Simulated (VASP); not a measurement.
Hf: single point with r2SCAN

The system is Hf.

```xyz
2
Lattice="3.1990 0.0000 0.0000 -1.5995 2.7704 0.0000 0.0000 0.0000 5.0412" Properties=species:S:1:pos:R:3 pbc="T T T"
Hf    0.0000    1.8470    1.2603
Hf    1.5995    0.9235    3.7809
```

| Item | Value |
| --- | --- |
| Program | VASP 6.6.1 |
| Task | single point |
| Functional | r2SCAN |
| Potentials or basis | VASP PAW PBE potentials, release 64 (Hf_pv) |
| Cutoff | 550 eV |
| k mesh | 14 × 14 × 8 |
| Occupations | fermi-dirac, width 0.05 eV |
| Spin | no spin polarisation |

```json
{
 "Pressure": "-0.6 GPa",
 "Band gap on the k mesh": "zero (bands 10 and 11 overlap by 1.79 eV)"
}
```

Stress tensor (GPa, compression positive):
```
-0.55  0.00  0.00
 0.00 -0.55  0.00
 0.00  0.00 -0.67
```

Levels at points of the mesh, in eV from the Fermi level:
```
           k point  band 8  band 9  band 10  band 11  band 12  band 13
(0.00, 0.00, 0.00)   -3.84    0.44     1.32     1.32     1.67     2.21
(0.50, 0.00, 0.00)   -2.86   -2.32    -1.03     0.94     0.95     1.84
(0.00, 0.00, 0.50)   -5.68    0.17     0.17     1.22     1.22     1.22
(0.50, 0.00, 0.50)   -3.53   -1.01    -1.01     1.08     1.08     2.87
```

Run time: 5 min on 1 thread of Intel Xeon 8259CL, on a shared host, peak memory 0.23 GiB.

Caveat: the PAW data sets were made with another functional, which shifts forces and pressure a little; spin-orbit coupling is left out, which moves the levels of the heavy elements.
